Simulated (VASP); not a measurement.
# PbO (P4/nmm) in VASP: further runs

The runs below take PbO through single point, with PBE, r2SCAN.

Program: VASP 6.6.1. These are calculated values, not measurements. Logs are shortened: lines on timing, memory, paths and dates and some standing lists are left out, and cuts for length are marked.

### 1 The cell of the first run

It takes space group P4/nmm (No. 129, tetragonal). Conventional cell: a = 3.974 Å, b = 3.974 Å, c = 5.022 Å, α = 90.00°, β = 90.00°, γ = 90.00°. Within 3.1 Å of Pb (site symmetry 4mm) lie 4 O at 2.32 Å. O (site symmetry -4m2) has 4 Pb at 2.32 Å and 4 O at 2.81 Å within 3.1 Å.

### 2 Single point, PBE

File INCAR:

```
SYSTEM = PbO
  PREC = Accurate
  ENCUT = 520
  EDIFF = 1E-6
  ISMEAR = -1
  SIGMA = 0.01
  LREAL = .False.
  LASPH = .True.
  NELM = 100
  ALGO = Normal
  ISIF = 2
  LWAVE = .False.
  LCHARG = .True.
  GGA = PE
  LELF = .True.
  LVHAR = .True.
  NBANDS = 28
```

File KPOINTS:

```
Automatic mesh
0
Gamma
  8 8 7
  0 0 0
```

File POSCAR:

```
PbO
1.0
    3.9744000000      0.0000000000      0.0000000000
    0.0000000000      3.9744000000      0.0000000000
    0.0000000000      0.0000000000      5.0220000000
Pb O
2 2
Direct
    0.0000000000      0.5000000000      0.2402708219
    0.5000000000      0.0000000000      0.7597291781
    0.0000000000      0.0000000000      0.0000000000
    0.5000000000      0.5000000000      0.0000000000
```

Potentials or basis: VASP PAW PBE potentials, release 64 (Pb_d, O).

Run with:

```console
$ cat potpaw_PBE.64/Pb_d/POTCAR potpaw_PBE.64/O/POTCAR > POTCAR
$ mpirun -np 1 vasp_std > vasp.out
```

OUTCAR:

```text
SYSTEM = PbO
   PREC = Accurate
   ENCUT = 520
   EDIFF = 1E-6
   ISMEAR = -1
   LREAL = .False.
   LASPH = .True.
   NELM = 100
   ISIF = 2
   GGA = PE

 ion  position               nearest neighbor table
   1  0.000  0.500  0.240-   3 2.32   4 2.32   3 2.32   4 2.32   2 3.70   2 3.70   2 3.70   2 3.70
                             2 3.83   2 3.83   2 3.83   2 3.83
   2  0.500  0.000  0.760-   3 2.32   4 2.32   4 2.32   3 2.32   1 3.70   1 3.70   1 3.70   1 3.70
                             1 3.83   1 3.83   1 3.83   1 3.83
   3  0.000  0.000  0.000-   1 2.32   2 2.32   1 2.32   2 2.32
   4  0.500  0.500  0.000-   1 2.32   2 2.32   2 2.32   1 2.32

  LATTYP: Found a simple tetragonal cell.
 ALAT       =     3.9744000000
 C/A-ratio  =     1.2635869565

  Lattice vectors:

 A1 = (   3.9744000000,   0.0000000000,   0.0000000000)
 A2 = (   0.0000000000,   3.9744000000,   0.0000000000)
 A3 = (   0.0000000000,   0.0000000000,   5.0220000000)

Analysis of symmetry for initial positions (statically):
=====================================================================
 Subroutine PRICEL returns:
 Original cell was already a primitive cell.

 Routine SETGRP: Setting up the symmetry group for a
 simple tetragonal supercell.

 Subroutine GETGRP returns: Found 16 space group operations
 (whereof  8 operations were pure point group operations)
 out of a pool of 16 trial point group operations.

The static configuration has the point symmetry D_2d.
 The point group associated with its full space group is D_4h.

Analysis of symmetry for dynamics (positions and initial velocities):
=====================================================================
 Subroutine PRICEL returns:
 Original cell was already a primitive cell.

 Routine SETGRP: Setting up the symmetry group for a
 simple tetragonal supercell.

 Subroutine GETGRP returns: Found 16 space group operations
 (whereof  8 operations were pure point group operations)
 out of a pool of 16 trial point group operations.

The dynamic configuration has the point symmetry D_2d.
 The point group associated with its full space group is D_4h.

 Subroutine INISYM returns: Found 16 space group operations
 (whereof  8 operations are pure point group operations),
 and found     1 'primitive' translations

----------------------------------------------------------------------------------------

                                     Primitive cell

  volume of cell :      79.3268

  direct lattice vectors                    reciprocal lattice vectors
[... 88 lines left out ...]
   LASPH  =      T    aspherical Exc in radial PAW
   ENCUT  =  520.0 eV  38.22 Ry    6.18 a.u.   7.39  7.39  9.34*2*pi/ulx,y,z
   NELM   =    100;   NELMIN=  2; NELMDL= -5     # of ELM steps
   EDIFF  = 0.1E-05   stopping-criterion for ELM
   LREAL  =      F    real-space projection
   EDIFFG = 0.1E-04   stopping-criterion for IOM
   NSW    =      0    number of steps for IOM
   IBRION =     -1    ionic relax: 0-MD 1-quasi-New 2-CG
   NFREE  =      0    steps in history (QN), initial steepest desc. (CG)
   ISIF   =      2    stress and relaxation
   ISYM   =      2    0-nonsym 1-usesym 2-fastsym
   POTIM  = 0.5000    time-step for ionic-motion
   TEBEG  =    0.0;   TEEND  =   0.0 temperature during run
   PSTRESS=    0.0 pullay stress
   NELECT =      40.0000    total number of electrons
   NUPDOWN=      -1.0000    fix difference up-down
   EMIN   =  10.00;   EMAX   =-10.00  energy-range for DOS
   EFERMI =   0.00;   METHOD = LEGACY
   ISMEAR =    -1;   SIGMA  =   0.01  broadening in eV -4-tet -1-fermi 0-gaus
   EFERMI_NEDOS =   21; number of points for ismear=-14 and -15
   IALGO  =     38    algorithm
   IMIX   =      4    mixing-type and parameters
     AMIX     =   0.40;   BMIX     =  1.00
     AMIX_MAG =   1.60;   BMIX_MAG =  1.00
  volume/ion in A,a.u.               =      19.83       133.83
  Fermi-wavevector in a.u.,A,eV,Ry     =   1.303031  2.462372 23.101207  1.697891
  Thomas-Fermi vector in A             =   2.434060
   LORBIT       =      0    0 simple, 1 ext, 2 COOP (PROOUT), +10 PAW based schemes
   GGA     = PE    functional components
   LHFCALC =     F    Hartree Fock is set to
   AEXX    =    0.0000 exact exchange contribution
   IVDW    =     0    specifies the selected vdW correction
   LEPSILON=     F    determine dielectric tensor
   LRPA    =     F    only Hartree local field effects (RPA)
 non-spin polarized calculation
  energy-cutoff  :      520.00
  volume of cell :       79.33
 maximum number of plane-waves:      2186
 NGX is ok and might be reduce to    30
   NGX = 15   NGY = 15   NGZ = 19

 number of electron      39.9999997 magnetization

 Free energy of the ion-electron system (eV)
  ---------------------------------------------------
  ext. energy  EPLUGINS =         0.00000000
  ---------------------------------------------------
  free energy    TOTEN  =       -21.42515279 eV

  energy without entropy =      -21.42515279  energy(sigma->0) =      -21.42515279

 E-fermi :   5.4382     XC(G=0):  -9.8555

 val. band max:        5.1617053611   @ k =   0.0000   0.0000   0.0000
 cond. band min:       6.2840069541   @ k =   0.5000   0.5000   0.0000
 fundamental gap:      1.1223015930
 Fermi energy:         5.4381778985

 k-point     1 :       0.0000    0.0000    0.0000
  band No.  band energies     occupation
      1     -13.1676      2.00000
      2     -12.6349      2.00000
      3     -10.8754      2.00000
      4     -10.8754      2.00000
      5     -10.8163      2.00000
      6     -10.8033      2.00000
[... 733 lines left out ...]
     27      14.5255      0.00000
     28      14.5255      0.00000

 [... further k-points ...]
[... 5 lines left out ...]
  --------------------------------------------------------------------------------------
  -------------------------------------------------------------------------------------
  Total        2.0063248      2.0063248      1.2226547      0.0000000      0.0000000      0.0000000
  in kB       40.5221013     40.5221013     24.6941766      0.0000000      0.0000000      0.0000000
  external PRESSURE =      35.2461264 kB  Pullay stress =       0.0000000 kB

 VOLUME and BASIS-vectors are now :
 -----------------------------------------------------------------------------
  energy-cutoff  :      520.00
  volume of cell :       79.33
      direct lattice vectors                 reciprocal lattice vectors
     3.974400000  0.000000000  0.000000000     0.251610306  0.000000000  0.000000000
     0.000000000  3.974400000  0.000000000     0.000000000  0.251610306  0.000000000
     0.000000000  0.000000000  5.022000000     0.000000000  0.000000000  0.199123855

 POSITION                                       TOTAL-FORCE (eV/Angst)
 -----------------------------------------------------------------------------------
      0.00000      1.98720      1.20664        -0.000000     -0.000000      0.052197
      1.98720      0.00000      3.81536         0.000000      0.000000     -0.052197
      0.00000      0.00000      0.00000         0.000000     -0.000000     -0.000000
      1.98720      1.98720      0.00000         0.000000      0.000000     -0.000000
 -----------------------------------------------------------------------------------
    total drift:                                0.000000      0.000000      0.000000

  FREE ENERGIE OF THE ION-ELECTRON SYSTEM (eV)
  ---------------------------------------------------
  free  energy   TOTEN  =       -21.4251527900 eV

  energy  without entropy=      -21.4251527900  energy(sigma->0) =      -21.42515279
```

OSZICAR:

```text
N       E                     dE             d eps       ncg     rms          rms(c)
DAV:   1     0.466490278661E+03    0.46649E+03   -0.19718E+04  3368   0.171E+03
DAV:   2     0.358945817969E+02   -0.43060E+03   -0.41282E+03  3460   0.453E+02
DAV:   3    -0.231519646591E+02   -0.59047E+02   -0.57356E+02  4204   0.182E+02
DAV:   4    -0.259933877838E+02   -0.28414E+01   -0.28277E+01  3920   0.414E+01
DAV:   5    -0.260797852937E+02   -0.86398E-01   -0.86390E-01  3752   0.776E+00    0.124E+01
DAV:   6    -0.216175383621E+02    0.44622E+01   -0.24304E+01  4952   0.394E+01    0.541E+00
DAV:   7    -0.214540466075E+02    0.16349E+00   -0.29027E+00  4108   0.121E+01    0.248E+00
DAV:   8    -0.214330930293E+02    0.20954E-01   -0.49676E-01  3668   0.461E+00    0.774E-01
DAV:   9    -0.214241636958E+02    0.89293E-02   -0.54248E-02  5488   0.189E+00    0.270E-01
DAV:  10    -0.214253695629E+02   -0.12059E-02   -0.11524E-02  3900   0.753E-01    0.946E-02
DAV:  11    -0.214251952676E+02    0.17430E-03   -0.23042E-03  5196   0.384E-01    0.634E-02
DAV:  12    -0.214251562789E+02    0.38989E-04   -0.31703E-04  4872   0.163E-01    0.220E-02
DAV:  13    -0.214251534005E+02    0.28783E-05   -0.51275E-05  3556   0.457E-02    0.475E-03
DAV:  14    -0.214251527900E+02    0.61054E-06   -0.23618E-06  3512   0.151E-02
   1 F= -.21425153E+02 E0= -.21425153E+02  d E =-.472128E-14
```

stdout:

```text
POSCAR found type information on POSCAR PbO
 POSCAR found :  2 types and       4 ions
 scaLAPACK will be used
 LDA part: xc-table for (Slater+PW92), standard interpolation
 POSCAR, INCAR and KPOINTS ok, starting setup
 FFT: planning ... GRIDC
 FFT: planning ... GRID_SOFT
 FFT: planning ... GRID
 WAVECAR not read
 entering main loop
```

Wall time 2.9 min (1 thread of Intel Xeon 8259CL, shared host); peak memory 0.25 GiB.

What came out:

```yaml
Free_energy: -21.4252 eV
Pressure: 3.5 GPa
Largest_force: 0.052 eV/Å
Band_gap_on_the_k_mesh: 1.12 eV (least direct gap 2.10 eV)
```

Forces on the atoms (eV/Å):
```
Pb   0.000  0.000  0.052
Pb   0.000  0.000 -0.052
O    0.000  0.000  0.000
O    0.000  0.000  0.000
```

Caveat: the cell stands under pressure; spin-orbit coupling is left out, which moves the levels of the heavy elements.

### 3 Single point, r2SCAN

POSCAR: that of step 2 with these lines changed.

```diff
@@ -8,4 +8,4 @@
 Direct
-    0.0000000000      0.5000000000      0.2402708219
-    0.5000000000      0.0000000000      0.7597291781
+    0.0000000000      0.5000000000      0.2359822791
+    0.5000000000      0.0000000000      0.7640177209
     0.0000000000      0.0000000000      0.0000000000
```

File INCAR.step1:

```
SYSTEM = PbO
ALGO = Normal
EDIFF = 1E-4
ENCUT = 520
GGA = PE
ISMEAR = -1
LASPH = .TRUE.
LCHARG = .FALSE.
LREAL = .FALSE.
LWAVE = .TRUE.
NBANDS = 28
NELM = 60
PREC = Accurate
SIGMA = 0.01
```

File INCAR.step2:

```
SYSTEM = PbO
ALGO = Normal
EDIFF = 1E-6
ENCUT = 520
ISIF = 2
ISMEAR = -1
ISTART = 1
LASPH = .TRUE.
LCHARG = .FALSE.
LMIXTAU = .TRUE.
LREAL = .FALSE.
LWAVE = .FALSE.
METAGGA = R2SCAN
NBANDS = 28
NELM = 60
PREC = Accurate
SIGMA = 0.01
```

File KPOINTS:

```
k-points
0
G
  8 8 7
  0 0 0
```

Potentials or basis: VASP PAW PBE potentials, release 64 (Pb_d, O).

Run with:

```console
$ cat potpaw_PBE.64/Pb_d/POTCAR potpaw_PBE.64/O/POTCAR > POTCAR
$ cp INCAR.step1 INCAR
$ mpirun -np 1 vasp_std > vasp.out
$ cp INCAR.step2 INCAR
$ mpirun -np 1 vasp_std > vasp.out
```

OUTCAR:

```text
SYSTEM = PbO
   EDIFF = 1E-6
   ENCUT = 520
   ISIF = 2
   ISMEAR = -1
   ISTART = 1
   LASPH = .TRUE.
   LREAL = .FALSE.
   METAGGA = R2SCAN
   NELM = 60
   PREC = Accurate

 ion  position               nearest neighbor table
   1  0.000  0.500  0.236-   3 2.31   4 2.31   3 2.31   4 2.31   2 3.68   2 3.68   2 3.68   2 3.68
                             2 3.86   2 3.86   2 3.86   2 3.86
   2  0.500  0.000  0.764-   3 2.31   4 2.31   4 2.31   3 2.31   1 3.68   1 3.68   1 3.68   1 3.68
                             1 3.86   1 3.86   1 3.86   1 3.86
   3  0.000  0.000  0.000-   1 2.31   2 2.31   1 2.31   2 2.31
   4  0.500  0.500  0.000-   1 2.31   2 2.31   2 2.31   1 2.31

  LATTYP: Found a simple tetragonal cell.
 ALAT       =     3.9744000000
 C/A-ratio  =     1.2635869565

  Lattice vectors:

 A1 = (   3.9744000000,   0.0000000000,   0.0000000000)
 A2 = (   0.0000000000,   3.9744000000,   0.0000000000)
 A3 = (   0.0000000000,   0.0000000000,   5.0220000000)

Analysis of symmetry for initial positions (statically):
=====================================================================
 Subroutine PRICEL returns:
 Original cell was already a primitive cell.

 Routine SETGRP: Setting up the symmetry group for a
 simple tetragonal supercell.

 Subroutine GETGRP returns: Found 16 space group operations
 (whereof  8 operations were pure point group operations)
 out of a pool of 16 trial point group operations.

The static configuration has the point symmetry D_2d.
 The point group associated with its full space group is D_4h.

Analysis of symmetry for dynamics (positions and initial velocities):
=====================================================================
 Subroutine PRICEL returns:
 Original cell was already a primitive cell.

 Routine SETGRP: Setting up the symmetry group for a
 simple tetragonal supercell.

 Subroutine GETGRP returns: Found 16 space group operations
[... 120 lines left out ...]
   NUPDOWN=      -1.0000    fix difference up-down
   EMIN   =  10.00;   EMAX   =-10.00  energy-range for DOS
   EFERMI =   0.00;   METHOD = LEGACY
   ISMEAR =    -1;   SIGMA  =   0.01  broadening in eV -4-tet -1-fermi 0-gaus
   EFERMI_NEDOS =   21; number of points for ismear=-14 and -15
   IALGO  =     38    algorithm
   IMIX   =      4    mixing-type and parameters
     AMIX     =   0.40;   BMIX     =  1.00
     AMIX_MAG =   1.60;   BMIX_MAG =  1.00
  volume/ion in A,a.u.               =      19.83       133.83
  Fermi-wavevector in a.u.,A,eV,Ry     =   1.303031  2.462372 23.101207  1.697891
  Thomas-Fermi vector in A             =   2.434060
   LORBIT       =      0    0 simple, 1 ext, 2 COOP (PROOUT), +10 PAW based schemes
   METAGGA = R2SCAN    functional components
   LHFCALC =     F    Hartree Fock is set to
   AEXX    =    0.0000 exact exchange contribution
   IVDW    =     0    specifies the selected vdW correction
   LEPSILON=     F    determine dielectric tensor
   LRPA    =     F    only Hartree local field effects (RPA)
 non-spin polarized calculation
  energy-cutoff  :      520.00
  volume of cell :       79.33
 maximum number of plane-waves:      2186
 NGX is ok and might be reduce to    30
   NGX = 15   NGY = 15   NGZ = 19

 number of electron      39.9999998 magnetization

 Free energy of the ion-electron system (eV)
  ---------------------------------------------------
  ext. energy  EPLUGINS =         0.00000000
  ---------------------------------------------------
  free energy    TOTEN  =      -129.50044132 eV

  energy without entropy =     -129.50044132  energy(sigma->0) =     -129.50044132

 E-fermi :   5.1505     XC(G=0): -10.4625

 val. band max:        4.9445093822   @ k =   0.0000   0.0000   0.0000
 cond. band min:       6.4800262934   @ k =   0.5000   0.5000   0.0000
 fundamental gap:      1.5355169113
 Fermi energy:         5.1504581324

 k-point     1 :       0.0000    0.0000    0.0000
  band No.  band energies     occupation
      1     -14.5569      2.00000
      2     -13.9194      2.00000
      3     -11.6199      2.00000
      4     -11.6199      2.00000
      5     -11.5483      2.00000
      6     -11.5461      2.00000
[... 733 lines left out ...]
     27      14.8157      0.00000
     28      14.8157      0.00000

 [... further k-points ...]
[... 5 lines left out ...]
  --------------------------------------------------------------------------------------
  -------------------------------------------------------------------------------------
  Total        0.9636466      0.9636466      0.8110887      0.0000000     -0.0000000      0.0000000
  in kB       19.4629429     19.4629429     16.3817051      0.0000000     -0.0000000      0.0000000
  external PRESSURE =      18.4358636 kB  Pullay stress =       0.0000000 kB

 VOLUME and BASIS-vectors are now :
 -----------------------------------------------------------------------------
  energy-cutoff  :      520.00
  volume of cell :       79.33
      direct lattice vectors                 reciprocal lattice vectors
     3.974400000  0.000000000  0.000000000     0.251610306  0.000000000  0.000000000
     0.000000000  3.974400000  0.000000000     0.000000000  0.251610306  0.000000000
     0.000000000  0.000000000  5.022000000     0.000000000  0.000000000  0.199123855

 POSITION                                       TOTAL-FORCE (eV/Angst)
 -----------------------------------------------------------------------------------
      0.00000      1.98720      1.18510         0.000000     -0.000000      0.112453
      1.98720      0.00000      3.83690         0.000000      0.000000     -0.112453
      0.00000      0.00000      0.00000         0.000000      0.000000      0.000000
      1.98720      1.98720      0.00000         0.000000     -0.000000      0.000000
 -----------------------------------------------------------------------------------
    total drift:                                0.000000      0.000000     -0.000000

  FREE ENERGIE OF THE ION-ELECTRON SYSTEM (eV)
  ---------------------------------------------------
  free  energy   TOTEN  =      -129.5004413243 eV

  energy  without entropy=     -129.5004413243  energy(sigma->0) =     -129.50044132
```

Wall time 9.6 min (1 thread of Intel Xeon 8259CL, shared host); peak memory 0.27 GiB.

What came out:

```yaml
Free_energy: -129.5004 eV
Pressure: 1.8 GPa
Largest_force: 0.112 eV/Å
Band_gap_on_the_k_mesh: 1.54 eV (least direct gap 2.70 eV)
```

Forces on the atoms (eV/Å):
```
Pb   0.000  0.000  0.112
Pb   0.000  0.000 -0.112
O    0.000  0.000  0.000
O    0.000  0.000  0.000
```

Levels at points of the mesh, in eV from the valence-band top:
```tsv
k point	band 17	band 18	band 19	band 20	band 21	band 22	band 23	band 24
(0.00, 0.00, 0.00)	-1.85	-1.81	-1.81	0.00	2.79	5.84	6.07	6.07
(0.50, 0.00, 0.00)	-3.17	-3.17	-1.74	-1.74	3.76	3.76	7.04	7.04
(0.50, 0.50, 0.00)	-1.76	-1.76	-1.17	-1.17	1.54	1.54	5.68	5.68
```

Caveat: the PAW data sets were made with another functional, which shifts forces and pressure a little; spin-orbit coupling is left out, which moves the levels of the heavy elements. A k mesh can miss the band edges.
